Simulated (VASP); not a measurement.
# InSb (P4/mmm) in VASP: a series of runs, part 2 of 2

VASP 6.6.1.

### 3 Single point, PBE

This run uses another cell than the first one, of the same volume but with other edges.

The input, INCAR:

```
SYSTEM = InSb
ALGO = Normal
EDIFF = 1E-6
ENCUT = 520
GGA = PE
ISIF = 2
ISMEAR = 0
LASPH = .TRUE.
LCHARG = .FALSE.
LREAL = .FALSE.
LWAVE = .FALSE.
NBANDS = 16
NELM = 80
PREC = Accurate
SIGMA = 0.15
```

The input, KPOINTS:

```
k-points
0
G
  18 18 10
  0 0 0
```

The input, POSCAR:

```
InSb
1.0
    2.8190178329      0.0000000000      0.0000000000
    0.0000000000      2.8190178329      0.0000000000
    0.0000000000      0.0000000000      7.4034851477
In Sb
1 1
Direct
    0.0000000000      0.0000000000      0.0000000000
    0.0000000000      0.0000000000      0.5000000000
```

Potentials or basis: VASP PAW PBE potentials, release 64 (In_d, Sb).

Launch:

```console
cat potpaw_PBE.64/In_d/POTCAR potpaw_PBE.64/Sb/POTCAR > POTCAR
mpirun -np 1 vasp_std > vasp.out
```

OUTCAR:

```text
SYSTEM = InSb
   EDIFF = 1E-6
   ENCUT = 520
   GGA = PE
   ISIF = 2
   ISMEAR = 0
   LASPH = .TRUE.
   LREAL = .FALSE.
   NELM = 80
   PREC = Accurate

 ion  position               nearest neighbor table
   1  0.000  0.000  0.000-   2 3.70   2 3.70
   2  0.000  0.000  0.500-   1 3.70   1 3.70

  LATTYP: Found a simple tetragonal cell.
 ALAT       =     2.8190178329
 C/A-ratio  =     2.6262640347

  Lattice vectors:

 A1 = (   2.8190178329,   0.0000000000,   0.0000000000)
 A2 = (   0.0000000000,   2.8190178329,   0.0000000000)
 A3 = (   0.0000000000,   0.0000000000,   7.4034851477)

Analysis of symmetry for initial positions (statically):
=====================================================================
 Subroutine PRICEL returns:
 Original cell was already a primitive cell.

 Routine SETGRP: Setting up the symmetry group for a
 simple tetragonal supercell.

 Subroutine GETGRP returns: Found 16 space group operations
 (whereof 16 operations were pure point group operations)
 out of a pool of 16 trial point group operations.

The static configuration has the point symmetry D_4h.

Analysis of symmetry for dynamics (positions and initial velocities):
=====================================================================
 Subroutine PRICEL returns:
 Original cell was already a primitive cell.

 Routine SETGRP: Setting up the symmetry group for a
 simple tetragonal supercell.

 Subroutine GETGRP returns: Found 16 space group operations
 (whereof 16 operations were pure point group operations)
 out of a pool of 16 trial point group operations.

The dynamic configuration has the point symmetry D_4h.

 Subroutine INISYM returns: Found 16 space group operations
 (whereof 16 operations are pure point group operations),
 and found     1 'primitive' translations

----------------------------------------------------------------------------------------

                                     Primitive cell

  volume of cell :      58.8345

  direct lattice vectors                    reciprocal lattice vectors
     2.819017833  0.000000000  0.000000000     0.354733478  0.000000000  0.000000000
     0.000000000  2.819017833  0.000000000     0.000000000  0.354733478  0.000000000
     0.000000000  0.000000000  7.403485148     0.000000000  0.000000000  0.135071521

  length of vectors
     2.819017833  2.819017833  7.403485148     0.354733478  0.354733478  0.135071521

  position of ions in fractional coordinates (direct lattice)
     0.000000000  0.000000000  0.000000000
     0.000000000  0.000000000  0.500000000

  ion indices of the primitive-cell ions
   primitive index   ion index
                 1           1
                 2           2

----------------------------------------------------------------------------------------

 KPOINTS: k-points

Automatic generation of k-mesh.
 Grid dimensions read from file:
 generate k-points for:   18   18   10

 Generating k-lattice:

  Cartesian coordinates                     Fractional coordinates (reciprocal lattice)
     0.019707415  0.000000000  0.000000000     0.055555556  0.000000000  0.000000000
     0.000000000  0.019707415  0.000000000     0.000000000  0.055555556  0.000000000
     0.000000000  0.000000000  0.013507152     0.000000000  0.000000000  0.100000000

  Length of vectors
     0.019707415  0.019707415  0.013507152

  Shift w.r.t. Gamma in fractional coordinates (k-lattice)
     0.000000000  0.000000000  0.000000000

 Subroutine IBZKPT returns following result:
 ===========================================

 Found    330 irreducible k-points:

 Following reciprocal coordinates:
            Coordinates               Weight
  0.000000  0.000000  0.000000      1.000000
  0.055556  0.000000  0.000000      4.000000
  0.111111  0.000000  0.000000      4.000000
  0.166667  0.000000  0.000000      4.000000
  0.222222  0.000000  0.000000      4.000000
  0.277778  0.000000  0.000000      4.000000
[... 16 lines left out ...]
  0.277778  0.111111  0.000000      8.000000
  0.333333  0.111111  0.000000      8.000000
 [... further k-points ...]
   k-points           NKPTS =    330   k-points in BZ     NKDIM =    330   number of bands    NBANDS=     16
   number of dos      NEDOS =    301   number of ions     NIONS =      2
   total plane-waves  NPLWV =  32256
   dimension x,y,z NGX =    24 NGY =   24 NGZ =   56
   dimension x,y,z NGXF=    48 NGYF=   48 NGZF=  112
   ions per type =               1   1
   NGX,Y,Z   is equivalent  to a cutoff of  14.15, 14.15, 12.57 a.u.
   NGXF,Y,Z  is equivalent  to a cutoff of  28.31, 28.31, 25.15 a.u.
 SYSTEM =  InSb
   PREC   = accura    normal or accurate (medium, high low for compatibility)
   ISTART =      0    job   : 0-new  1-cont  2-samecut
   ICHARG =      2    charge: 1-file 2-atom 10-const
   ISPIN  =      1    spin polarized calculation?
   LNONCOLLINEAR =      F non collinear calculations
   LSORBIT =      F    spin-orbit coupling
   LASPH  =      T    aspherical Exc in radial PAW
   ENCUT  =  520.0 eV  38.22 Ry    6.18 a.u.   5.24  5.24 13.77*2*pi/ulx,y,z
   NELM   =     80;   NELMIN=  2; NELMDL= -5     # of ELM steps
   EDIFF  = 0.1E-05   stopping-criterion for ELM
   LREAL  =      F    real-space projection
   EDIFFG = 0.1E-04   stopping-criterion for IOM
   NSW    =      0    number of steps for IOM
   IBRION =     -1    ionic relax: 0-MD 1-quasi-New 2-CG
   NFREE  =      0    steps in history (QN), initial steepest desc. (CG)
   ISIF   =      2    stress and relaxation
   ISYM   =      2    0-nonsym 1-usesym 2-fastsym
   POTIM  = 0.5000    time-step for ionic-motion
   TEBEG  =    0.0;   TEEND  =   0.0 temperature during run
   PSTRESS=    0.0 pullay stress
   NELECT =      18.0000    total number of electrons
   NUPDOWN=      -1.0000    fix difference up-down
   EMIN   =  10.00;   EMAX   =-10.00  energy-range for DOS
   EFERMI =   0.00;   METHOD = LEGACY
   ISMEAR =     0;   SIGMA  =   0.15  broadening in eV -4-tet -1-fermi 0-gaus
   EFERMI_NEDOS =   21; number of points for ismear=-14 and -15
   IALGO  =     38    algorithm
   IMIX   =      4    mixing-type and parameters
     AMIX     =   0.40;   BMIX     =  1.00
     AMIX_MAG =   1.60;   BMIX_MAG =  1.00
  volume/ion in A,a.u.               =      29.42       198.52
  Fermi-wavevector in a.u.,A,eV,Ry     =   1.103117  2.084590 16.556493  1.216868
  Thomas-Fermi vector in A             =   2.239571
   LORBIT       =      0    0 simple, 1 ext, 2 COOP (PROOUT), +10 PAW based schemes
   GGA     = PE    functional components
   LHFCALC =     F    Hartree Fock is set to
   AEXX    =    0.0000 exact exchange contribution
   IVDW    =     0    specifies the selected vdW correction
   LEPSILON=     F    determine dielectric tensor
   LRPA    =     F    only Hartree local field effects (RPA)
 non-spin polarized calculation
 Gauss-broadening in eV      SIGMA  =   0.15
  energy-cutoff  :      520.00
  volume of cell :       58.83
 maximum number of plane-waves:      1615
 NGX is ok and might be reduce to    24

 number of electron      18.0000009 magnetization

 Free energy of the ion-electron system (eV)
  ---------------------------------------------------
  ext. energy  EPLUGINS =         0.00000000
  ---------------------------------------------------
  free energy    TOTEN  =        -5.90384194 eV

  energy without entropy =       -5.89042135  energy(sigma->0) =       -5.89713165

 E-fermi :   6.7695     XC(G=0):  -9.5588

 val. band max:        6.7650200080   @ k =   0.2778   0.0000   0.5000
 cond. band min:       6.7743899268   @ k =   0.5000   0.4444   0.2000
 fundamental gap:      0.0093699187
 Fermi energy:         6.7694852148

 k-point     1 :       0.0000    0.0000    0.0000
  band No.  band energies     occupation
      1      -8.7520      2.00000
      2      -8.3349      2.00000
      3      -7.7049      2.00000
      4      -7.7049      2.00000
      5      -7.5084      2.00000
      6      -5.9842      2.00000
[... 8 lines left out ...]
     15      17.3211      0.00000
     16      18.2652      0.00000

 k-point     2 :       0.0556    0.0000    0.0000
  band No.  band energies     occupation
      1      -8.7329      2.00000
      2      -8.3216      2.00000
      3      -7.7199      2.00000
      4      -7.7037      2.00000
      5      -7.5193      2.00000
      6      -5.9247      2.00000
[... 8 lines left out ...]
     15      17.4062      0.00000
     16      18.6966      0.00000
[... 387 lines left out ...]
      5      -7.7354      2.00000
      6      -4.2678      2.00000
[... 8 lines left out ...]
     15      16.5353      0.00000
     16      19.0534      0.00000

 k-point    24 :       0.3333    0.1111    0.0000
  band No.  band energies     occupation
      1      -8.3658      2.00000
      2      -8.0524      2.00000
      3      -7.8445      2.00000
      4      -7.7824      2.00000
      5      -7.7281      2.00000
      6      -3.6344      2.00000
[... 8 lines left out ...]
     15      17.1964      0.00000
     16      18.1358      0.00000

 [... further k-points ...]
[... 5 lines left out ...]
  --------------------------------------------------------------------------------------
  -------------------------------------------------------------------------------------
  Total        5.1867761      5.1867761     -1.8480009      0.0000000     -0.0000000      0.0000000
  in kB      141.2460233    141.2460233    -50.3246660      0.0000000     -0.0000000      0.0000000
  external PRESSURE =      77.3891269 kB  Pullay stress =       0.0000000 kB

 VOLUME and BASIS-vectors are now :
 -----------------------------------------------------------------------------
  energy-cutoff  :      520.00
  volume of cell :       58.83
      direct lattice vectors                 reciprocal lattice vectors
     2.819017833  0.000000000  0.000000000     0.354733478  0.000000000  0.000000000
     0.000000000  2.819017833  0.000000000     0.000000000  0.354733478  0.000000000
     0.000000000  0.000000000  7.403485148     0.000000000  0.000000000  0.135071521

 POSITION                                       TOTAL-FORCE (eV/Angst)
 -----------------------------------------------------------------------------------
      0.00000      0.00000      0.00000         0.000000      0.000000      0.000000
      0.00000      0.00000      3.70174         0.000000      0.000000      0.000000
 -----------------------------------------------------------------------------------
    total drift:                                0.000000     -0.000000     -0.000000

  FREE ENERGIE OF THE ION-ELECTRON SYSTEM (eV)
  ---------------------------------------------------
  free  energy   TOTEN  =        -5.9038419370 eV

  energy  without entropy=       -5.8904213533  energy(sigma->0) =       -5.89713165
```

OSZICAR:

```text
N       E                     dE             d eps       ncg     rms          rms(c)
DAV:   1     0.111856661162E+03    0.11186E+03   -0.80514E+03 10576   0.117E+03
DAV:   2     0.984861685949E+00   -0.11087E+03   -0.10755E+03 11992   0.292E+02
DAV:   3    -0.575921302772E+01   -0.67441E+01   -0.66830E+01 13768   0.713E+01
DAV:   4    -0.593762353655E+01   -0.17841E+00   -0.17836E+00 13408   0.127E+01
DAV:   5    -0.594610043341E+01   -0.84769E-02   -0.84768E-02 15752   0.227E+00    0.382E+00
DAV:   6    -0.591194258219E+01    0.34158E-01   -0.43403E-02 14040   0.293E+00    0.211E+00
DAV:   7    -0.590375442866E+01    0.81882E-02   -0.26721E-02 14184   0.225E+00    0.359E-01
DAV:   8    -0.590375098060E+01    0.34481E-05   -0.22217E-03 14328   0.525E-01    0.136E-01
DAV:   9    -0.590383684291E+01   -0.85862E-04   -0.27925E-04 14048   0.198E-01    0.419E-02
DAV:  10    -0.590384052428E+01   -0.36814E-05   -0.30526E-05 13304   0.622E-02    0.639E-03
DAV:  11    -0.590384209628E+01   -0.15720E-05   -0.22314E-06 13072   0.110E-02    0.288E-03
DAV:  12    -0.590384193701E+01    0.15927E-06   -0.38703E-07  8824   0.425E-03
   1 F= -.59038419E+01 E0= -.58971316E+01  d E =-.134206E-01
```

Wall time 4 min (1 thread of Intel Xeon Platinum 8259CL at 2.50GHz (Skylake/Cascade Lake), shared host); peak memory 0.44 GiB.

Results:

| Quantity | Value |
| --- | --- |
| Free energy | -5.9038 eV |
| Pressure | 7.7 GPa |
| Band gap on the k mesh | zero (band 9 reaches 8.63 eV, above the bottom of band 10 at 5.22 eV) |

Stress tensor (GPa, compression positive):
```
14.12  0.00  0.00
 0.00 14.12  0.00
 0.00  0.00 -5.03
```

Caveat: spin-orbit coupling is left out, which moves the levels of the heavy elements.
